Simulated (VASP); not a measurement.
# Mo3C (Pm-3m) in VASP: a series of runs, part 2 of 2

VASP 6.6.1. Earlier steps stand in the parts before.

### Step 5. Relaxation of cell and atoms, PBE

INCAR

```
SYSTEM = Mo3C
PREC = Accurate
ENCUT = 600
EDIFF = 1E-6
ISMEAR = 0
SIGMA = 0.1
LREAL = .False.
LASPH = .True.
NELM = 60
ALGO = Normal
ISIF = 3
LWAVE = .False.
LCHARG = .False.
GGA = PE
IBRION = 2
NSW = 90
EDIFFG = -0.04
```

KPOINTS

```
Automatic mesh
0
Gamma
  6 6 6
  0 0 0
```

POSCAR

```
Mo3C
1.0
    3.6981522161      0.0000000000      0.0000000000
    0.0000000000      3.6981522161      0.0000000000
    0.0000000000      0.0000000000      3.6981522161
Mo C
3 1
Direct
    0.0000000000      0.5000000000      0.5000000000
    0.5000000000      0.0000000000      0.5000000000
    0.5000000000      0.5000000000      0.0000000000
    0.0000000000      0.0000000000      0.0000000000
```

Potentials or basis: VASP PAW PBE potentials, release 64 (Mo_sv, C).

Started as:

```bash
cat potpaw_PBE.64/Mo_sv/POTCAR potpaw_PBE.64/C/POTCAR > POTCAR
mpirun -np 1 vasp_std > vasp.out
```

OUTCAR:

```text
SYSTEM = Mo3C
   PREC = Accurate
   ENCUT = 600
   EDIFF = 1E-6
   ISMEAR = 0
   LREAL = .False.
   LASPH = .True.
   NELM = 60
   ISIF = 3
   GGA = PE
   IBRION = 2
   NSW = 90
   EDIFFG = -0.04

 ion  position               nearest neighbor table
   1  0.000  0.500  0.500-   2 2.61   3 2.61   4 2.61   3 2.61   4 2.61   2 2.61   4 2.61   4 2.61
                             2 2.61   3 2.61   3 2.61   2 2.61
   2  0.500  0.000  0.500-   1 2.61   3 2.61   4 2.61   3 2.61   4 2.61   1 2.61   3 2.61   3 2.61
                             1 2.61   4 2.61   4 2.61   1 2.61
   3  0.500  0.500  0.000-   1 2.61   2 2.61   4 2.61   1 2.61   2 2.61   2 2.61   4 2.61   2 2.61
                             1 2.61   4 2.61   1 2.61   4 2.61
   4  0.000  0.000  0.000-   1 2.61   2 2.61   3 2.61   1 2.61   2 2.61   1 2.61   3 2.61   1 2.61
                             2 2.61   3 2.61   2 2.61   3 2.61

  LATTYP: Found a simple cubic cell.
 ALAT       =     3.6981522161

  Lattice vectors:

 A1 = (   3.6981522161,   0.0000000000,   0.0000000000)
 A2 = (   0.0000000000,   3.6981522161,   0.0000000000)
 A3 = (   0.0000000000,   0.0000000000,   3.6981522161)

Analysis of symmetry for initial positions (statically):
=====================================================================
 Subroutine PRICEL returns:
 Original cell was already a primitive cell.

 Routine SETGRP: Setting up the symmetry group for a
 simple cubic supercell.

 Subroutine GETGRP returns: Found 48 space group operations
 (whereof 48 operations were pure point group operations)
 out of a pool of 48 trial point group operations.

The static configuration has the point symmetry O_h .

Analysis of symmetry for dynamics (positions and initial velocities):
=====================================================================
 Subroutine PRICEL returns:
 Original cell was already a primitive cell.

 Routine SETGRP: Setting up the symmetry group for a
 simple cubic supercell.

 Subroutine GETGRP returns: Found 48 space group operations
 (whereof 48 operations were pure point group operations)
 out of a pool of 48 trial point group operations.

The dynamic configuration has the point symmetry O_h .

 Subroutine INISYM returns: Found 48 space group operations
 (whereof 48 operations are pure point group operations),
 and found     1 'primitive' translations

----------------------------------------------------------------------------------------

                                     Primitive cell

  volume of cell :      50.5771

  direct lattice vectors                    reciprocal lattice vectors
     3.698152216  0.000000000  0.000000000     0.270405311  0.000000000  0.000000000
     0.000000000  3.698152216  0.000000000     0.000000000  0.270405311  0.000000000
     0.000000000  0.000000000  3.698152216     0.000000000  0.000000000  0.270405311

  length of vectors
     3.698152216  3.698152216  3.698152216     0.270405311  0.270405311  0.270405311

  position of ions in fractional coordinates (direct lattice)
     0.000000000  0.500000000  0.500000000
     0.500000000  0.000000000  0.500000000
     0.500000000  0.500000000  0.000000000
     0.000000000  0.000000000  0.000000000

  ion indices of the primitive-cell ions
   primitive index   ion index
                 1           1
                 2           2
                 3           3
                 4           4

----------------------------------------------------------------------------------------

 KPOINTS: Automatic mesh

Automatic generation of k-mesh.
 Grid dimensions read from file:
 generate k-points for:    6    6    6

 Generating k-lattice:

  Cartesian coordinates                     Fractional coordinates (reciprocal lattice)
     0.045067552  0.000000000  0.000000000     0.166666667  0.000000000  0.000000000
     0.000000000  0.045067552  0.000000000     0.000000000  0.166666667  0.000000000
     0.000000000  0.000000000  0.045067552     0.000000000  0.000000000  0.166666667

  Length of vectors
     0.045067552  0.045067552  0.045067552

  Shift w.r.t. Gamma in fractional coordinates (k-lattice)
     0.000000000  0.000000000  0.000000000

 Subroutine IBZKPT returns following result:
 ===========================================

 Found     20 irreducible k-points:

 Following reciprocal coordinates:
            Coordinates               Weight
  0.000000  0.000000  0.000000      1.000000
  0.166667  0.000000  0.000000      6.000000
  0.333333  0.000000  0.000000      6.000000
  0.500000  0.000000  0.000000      3.000000
  0.166667  0.166667  0.000000     12.000000
  0.333333  0.166667  0.000000     24.000000
[... 12 lines left out ...]
  0.500000  0.500000  0.333333      6.000000
  0.500000  0.500000  0.500000      1.000000
   k-points           NKPTS =     20   k-points in BZ     NKDIM =     20   number of bands    NBANDS=     27
   number of dos      NEDOS =    301   number of ions     NIONS =      4
   total plane-waves  NPLWV =  27000
   dimension x,y,z NGX =    30 NGY =   30 NGZ =   30
   dimension x,y,z NGXF=    60 NGYF=   60 NGZF=   60
   ions per type =               3   1
   NGX,Y,Z   is equivalent  to a cutoff of  13.49, 13.49, 13.49 a.u.
   NGXF,Y,Z  is equivalent  to a cutoff of  26.97, 26.97, 26.97 a.u.
 SYSTEM =  Mo3C
   PREC   = accura    normal or accurate (medium, high low for compatibility)
   ISTART =      0    job   : 0-new  1-cont  2-samecut
   ICHARG =      2    charge: 1-file 2-atom 10-const
   ISPIN  =      1    spin polarized calculation?
   LNONCOLLINEAR =      F non collinear calculations
   LSORBIT =      F    spin-orbit coupling
   LASPH  =      T    aspherical Exc in radial PAW
   ENCUT  =  600.0 eV  44.10 Ry    6.64 a.u.   7.39  7.39  7.39*2*pi/ulx,y,z
   NELM   =     60;   NELMIN=  2; NELMDL= -5     # of ELM steps
   EDIFF  = 0.1E-05   stopping-criterion for ELM
   LREAL  =      F    real-space projection
   EDIFFG = -.4E-01   stopping-criterion for IOM
   NSW    =     90    number of steps for IOM
   IBRION =      2    ionic relax: 0-MD 1-quasi-New 2-CG
   NFREE  =      1    steps in history (QN), initial steepest desc. (CG)
   ISIF   =      3    stress and relaxation
   ISYM   =      2    0-nonsym 1-usesym 2-fastsym
   POTIM  = 0.5000    time-step for ionic-motion
   TEBEG  =    0.0;   TEEND  =   0.0 temperature during run
   PSTRESS=    0.0 pullay stress
   NELECT =      46.0000    total number of electrons
   NUPDOWN=      -1.0000    fix difference up-down
   EMIN   =  10.00;   EMAX   =-10.00  energy-range for DOS
   EFERMI =   0.00;   METHOD = LEGACY
   ISMEAR =     0;   SIGMA  =   0.10  broadening in eV -4-tet -1-fermi 0-gaus
   EFERMI_NEDOS =   21; number of points for ismear=-14 and -15
   IALGO  =     38    algorithm
   IMIX   =      4    mixing-type and parameters
     AMIX     =   0.40;   BMIX     =  1.00
     AMIX_MAG =   1.60;   BMIX_MAG =  1.00
  volume/ion in A,a.u.               =      12.64        85.33
  Fermi-wavevector in a.u.,A,eV,Ry     =   1.586144  2.997378 34.230263  2.515853
  Thomas-Fermi vector in A             =   2.685500
   LORBIT       =      0    0 simple, 1 ext, 2 COOP (PROOUT), +10 PAW based schemes
   GGA     = PE    functional components
   LHFCALC =     F    Hartree Fock is set to
   AEXX    =    0.0000 exact exchange contribution
   IVDW    =     0    specifies the selected vdW correction
   LEPSILON=     F    determine dielectric tensor
   LRPA    =     F    only Hartree local field effects (RPA)
 conjugate gradient relaxation of ions
 non-spin polarized calculation
 Gauss-broadening in eV      SIGMA  =   0.10
  energy-cutoff  :      600.00
  volume of cell :       50.58
 maximum number of plane-waves:      1743
 NGX is ok and might be reduce to    30
   NGX = 15   NGY = 15   NGZ = 15

--------------------------------------- Ionic step        1  -------------------------------------------

 number of electron      45.9999995 magnetization

 Free energy of the ion-electron system (eV)
  ---------------------------------------------------
  ext. energy  EPLUGINS =         0.00000000
  ---------------------------------------------------
  free energy    TOTEN  =       -37.62849771 eV

  energy without entropy =      -37.59522755  energy(sigma->0) =      -37.61186263

------------------------ aborting loop because EDIFF is reached ----------------------------------------

  FORCE on cell =-STRESS in cart. coord.  units (eV):
  Direction    XX          YY          ZZ          XY          YZ          ZX
  --------------------------------------------------------------------------------------
  -------------------------------------------------------------------------------------
  Total        4.0661218      4.0661218      4.0661218      0.0000000     -0.0000000      0.0000000
  in kB      128.8061563    128.8061563    128.8061563      0.0000000     -0.0000000      0.0000000
  external PRESSURE =     128.8061563 kB  Pullay stress =       0.0000000 kB
[... 61 lines left out ...]
  energy  without entropy=      -37.3692880482  energy(sigma->0) =      -37.38176777

--------------------------------------- Ionic step        3  -------------------------------------------

 number of electron      46.0000014 magnetization

 Free energy of the ion-electron system (eV)
  ---------------------------------------------------
  ext. energy  EPLUGINS =         0.00000000
  ---------------------------------------------------
  free energy    TOTEN  =       -37.72536116 eV

  energy without entropy =      -37.69369557  energy(sigma->0) =      -37.70952836

 E-fermi :  12.6833     XC(G=0): -13.3195

 val. band max:       12.6483987711   @ k =   0.3333   0.1667   0.0000
 cond. band min:      12.6850845992   @ k =   0.5000   0.3333   0.3333
 fundamental gap:      0.0366858281
 Fermi energy:        12.6832840046

 k-point     1 :       0.0000    0.0000    0.0000
  band No.  band energies     occupation
      1     -48.9578      2.00000
      2     -48.4992      2.00000
      3     -48.4992      2.00000
      4     -23.6081      2.00000
      5     -23.6081      2.00000
      6     -23.6081      2.00000
[... 620 lines left out ...]
  FREE ENERGIE OF THE ION-ELECTRON SYSTEM (eV)
  ---------------------------------------------------
  free  energy   TOTEN  =       -37.7253611585 eV

  energy  without entropy=      -37.6936955687  energy(sigma->0) =      -37.70952836

 reached required accuracy - stopping structural energy minimisation
```

OSZICAR:

```text
N       E                     dE             d eps       ncg     rms          rms(c)
DAV:   1     0.575393225631E+03    0.57539E+03   -0.31915E+04  1080   0.202E+03
DAV:   2    -0.129361500094E+02   -0.58833E+03   -0.57782E+03  1139   0.569E+02
DAV:   3    -0.390221342582E+02   -0.26086E+02   -0.25267E+02  1501   0.995E+01
[... 30 lines left out ...]
DAV:   7    -0.377253824900E+02   -0.32467E-03   -0.34541E-03  1678   0.275E-01    0.901E-02
DAV:   8    -0.377253913426E+02   -0.88526E-05   -0.58236E-04  1244   0.948E-02    0.475E-02
DAV:   9    -0.377253629812E+02    0.28361E-04   -0.11178E-04  1162   0.356E-02    0.169E-02
DAV:  10    -0.377253616819E+02    0.12994E-05   -0.28100E-05  1218   0.200E-02    0.567E-03
DAV:  11    -0.377253611585E+02    0.52338E-06   -0.39466E-06  1036   0.846E-03
   3 F= -.37725361E+02 E0= -.37709528E+02  d E =-.968635E-01
```

CONTCAR:

```text
Mo3C
   1.00000000000000
     3.7604012395195023    0.0000000000000000    0.0000000000000000
     0.0000000000000000    3.7604012395195023    0.0000000000000000
    -0.0000000000000000   -0.0000000000000000    3.7604012395195023
  Mo              C
     3     1
Direct
     0.0000000000000000    0.5000000000000000    0.5000000000000000
     0.5000000000000000    0.0000000000000000    0.5000000000000000
     0.5000000000000000    0.5000000000000000    0.0000000000000000
     0.0000000000000000    0.0000000000000000    0.0000000000000000

  0.00000000E+00  0.00000000E+00  0.00000000E+00
  0.00000000E+00  0.00000000E+00  0.00000000E+00
  0.00000000E+00  0.00000000E+00  0.00000000E+00
  0.00000000E+00  0.00000000E+00  0.00000000E+00
```

Run time: 55 s. Hardware: 1 thread of Intel Xeon 6975P-C, shared host; peak memory 0.19 GiB.

What came out:

| Property | Result |
| --- | --- |
| Free energy | -37.7254 eV |
| Relaxed volume | 13.29 Å³/atom |
| Relaxed cell | a = 3.760 Å, b = 3.760 Å, c = 3.760 Å, α = 90.00°, β = 90.00°, γ = 90.00° |
| Space group after relaxing (to 0.05 Å) | Pm-3m (No. 221) |
| Energy gained by relaxing | 24.2 meV/atom |
| Ionic steps | 3 |
| Pressure after relaxing | -0.3 GPa |
| Band gap on the k mesh | zero (band 23 reaches 13.27 eV, above the bottom of band 24 at 12.04 eV) |

The path:
| step | energy change (eV) | largest force (eV/Å) | pressure (GPa) | volume (Å³) |
| --- | --- | --- | --- | --- |
| 1 | 0.0000 | 0.0000 | 12.88 | 50.58 |
| 2 | 0.2343 | 0.0000 | -18.40 | 58.39 |
| 3 | -0.0969 | 0.0000 | -0.34 | 53.17 |

Final structure:
```cif
data_structure
_symmetry_space_group_name_H-M 'P 1'
_symmetry_Int_Tables_number 1
_cell_length_a 3.7604
_cell_length_b 3.7604
_cell_length_c 3.7604
_cell_angle_alpha 90.000
_cell_angle_beta 90.000
_cell_angle_gamma 90.000
_cell_volume 53.17
loop_
_atom_site_label
_atom_site_type_symbol
_atom_site_fract_x
_atom_site_fract_y
_atom_site_fract_z
_atom_site_occupancy
Mo1 Mo 0.00000 0.50000 0.50000 1
Mo2 Mo 0.50000 0.00000 0.50000 1
Mo3 Mo 0.50000 0.50000 0.00000 1
C1 C 0.00000 0.00000 0.00000 1
```

Levels at points of the mesh, in eV from the Fermi level:
| k point | band 20 | band 21 | band 22 | band 23 | band 24 | band 25 | band 26 | band 27 |
| --- | --- | --- | --- | --- | --- | --- | --- | --- |
| (0.00, 0.00, 0.00) | -2.27 | -2.27 | -2.27 | 0.39 | 0.39 | 0.39 | 0.54 | 2.67 |
| (0.50, 0.00, 0.00) | -1.46 | -1.46 | -1.37 | -0.88 | -0.33 | -0.06 | -0.06 | 1.04 |
| (0.50, 0.50, 0.00) | -2.79 | -1.39 | -1.39 | -0.22 | -0.22 | -0.11 | 0.53 | 1.19 |
| (0.50, 0.50, 0.50) | -1.99 | -1.99 | -1.99 | -0.27 | 0.17 | 0.17 | 0.17 | 1.44 |

### Step 6. Relaxation of cell and atoms, PBE

This run uses another cell than the first one, of 13.25 Å³/atom, 1.048 times its volume.

INCAR

```
SYSTEM = Mo3C
PREC = Accurate
ENCUT = 600
EDIFF = 1E-6
ISMEAR = 0
SIGMA = 0.1
LREAL = .FALSE.
LASPH = .TRUE.
NELM = 80
ALGO = Normal
ISIF = 3
LWAVE = .FALSE.
LCHARG = .FALSE.
GGA = PE
IBRION = 2
NSW = 100
EDIFFG = -0.01
```

KPOINTS

```
regular mesh
0
G
  12 12 12
  0 0 0
```

POSCAR

```
Mo3C
1.0
    3.7559393109      0.0000000000      0.0000000000
    0.0000000000      3.7559393109      0.0000000000
    0.0000000000      0.0000000000      3.7559393109
Mo C
3 1
Direct
    0.0000000000      0.5000000000      0.5000000000
    0.5000000000      0.0000000000      0.5000000000
    0.5000000000      0.5000000000      0.0000000000
    0.0000000000      0.0000000000      0.0000000000
```

Potentials or basis: VASP PAW PBE potentials, release 64 (Mo_sv, C).

Started as:

```bash
cat potpaw_PBE.64/Mo_sv/POTCAR potpaw_PBE.64/C/POTCAR > POTCAR
mpirun -np 1 vasp_std > vasp.out
```

Wall time 2.9 min (1 thread of Intel Xeon 6975P-C, shared host); peak memory 0.26 GiB.

The run converged. Its results:

| Item | Value |
| --- | --- |
| Free energy | -37.7518 eV |
| Relaxed volume | 13.24 Å³/atom |
| Relaxed cell | a = 3.755 Å, b = 3.755 Å, c = 3.755 Å, α = 90.00°, β = 90.00°, γ = 90.00° |
| Space group after relaxing (to 0.05 Å) | Pm-3m (No. 221) |
| Energy gained by relaxing | 0.0 meV/atom |
| Ionic steps | 3 |
| Pressure after relaxing | 0.0 GPa |
| Band gap on the k mesh | zero (band 23 reaches 13.35 eV, above the bottom of band 24 at 12.02 eV) |

Final structure:
```
Mo C
1.0
     3.75492    0.00000    0.00000
     0.00000    3.75492    0.00000
     0.00000    0.00000    3.75492
Mo C
3 1
Direct
  0.00000 0.50000 0.50000
  0.50000 0.00000 0.50000
  0.50000 0.50000 0.00000
  0.00000 0.00000 0.00000
```

Levels at points of the mesh, in eV from the Fermi level:
```csv
k point,band 19,band 20,band 21,band 22,band 23,band 24,band 25,band 26,band 27
"(0.00, 0.00, 0.00)",-4.74,-2.29,-2.29,-2.29,0.40,0.40,0.40,0.56,2.69
"(0.50, 0.00, 0.00)",-2.49,-1.46,-1.46,-1.38,-0.89,-0.33,-0.06,-0.06,1.05
"(0.50, 0.50, 0.00)",-2.91,-2.80,-1.39,-1.39,-0.22,-0.22,-0.10,0.54,1.20
"(0.50, 0.50, 0.50)",-3.47,-2.00,-2.00,-2.00,-0.26,0.17,0.17,0.17,1.45
```

### Step 7. The runs side by side

| task | cell | k mesh | cutoff (eV) | gap on the mesh (eV) | pressure (GPa) | relaxed volume (Å³/atom) |
| --- | --- | --- | --- | --- | --- | --- |
| single point | a = 3.698 Å, 4 atoms | 6 × 6 × 6 | 520 | none | 13.0 | - |
| single point | a = 3.756 Å, 4 atoms | 6 × 6 × 6 | 520 | none | 0.6 | - |
| single point | a = 3.752 Å, 4 atoms | 12 × 12 × 12 | 520 | none | 0.6 | - |
| relaxation of cell and atoms | relaxed from a = 3.698 Å, 4 atoms | 6 × 6 × 6 | 600 | none | -0.3 | 13.29 |
| relaxation of cell and atoms | relaxed from a = 3.756 Å, 4 atoms | 12 × 12 × 12 | 600 | none | 0.0 | 13.24 |

Alike in all rows: level PBE; potentials or basis VASP PAW PBE potentials, release 64 (Mo_sv, C); no spin polarisation; smearing gaussian 0.1 eV.

Absolute energies hang on the potentials; compare differences alone.
